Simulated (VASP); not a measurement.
Input of a VASP 6.6.1 run:

File INCAR:

```
SYSTEM = Al
ALGO = Normal
EDIFF = 1E-6
ENCUT = 500
GGA = PS
GGA_COMPAT = .FALSE.
ISIF = 2
ISMEAR = -1
LASPH = .TRUE.
LCHARG = .FALSE.
LREAL = .FALSE.
LWAVE = .FALSE.
NBANDS = 10
NELM = 120
PREC = Accurate
SIGMA = 0.05
```

File KPOINTS:

```
k-points
0
G
  17 17 10
  0 0 0
```

Contents of POSCAR:

```
Al
1.0
    2.5196256366      0.0000000000      0.0000000000
   -1.2598128183      2.1820598093      0.0000000000
    0.0000000000      0.0000000000      4.1053468358
Al
2
Direct
    0.3333333333      0.6666666667      0.2500000000
    0.6666666667      0.3333333333      0.7500000000
```

Potentials or basis: VASP PAW PBE potentials, release 64 (Al).

Launch:

```sh
$ cat potpaw_PBE.64/Al/POTCAR > POTCAR
$ mpirun -np 1 vasp_std > vasp.out
```

Q: Predict the band gap on the k mesh.

A: Zero (band 3 reaches 17.54 eV, above the bottom of band 4 at 8.87 eV).

Q: Estimate the pressure.

A: 63.8 GPa.

Caveat: the PAW data sets were made with another functional, which shifts forces and pressure a little.
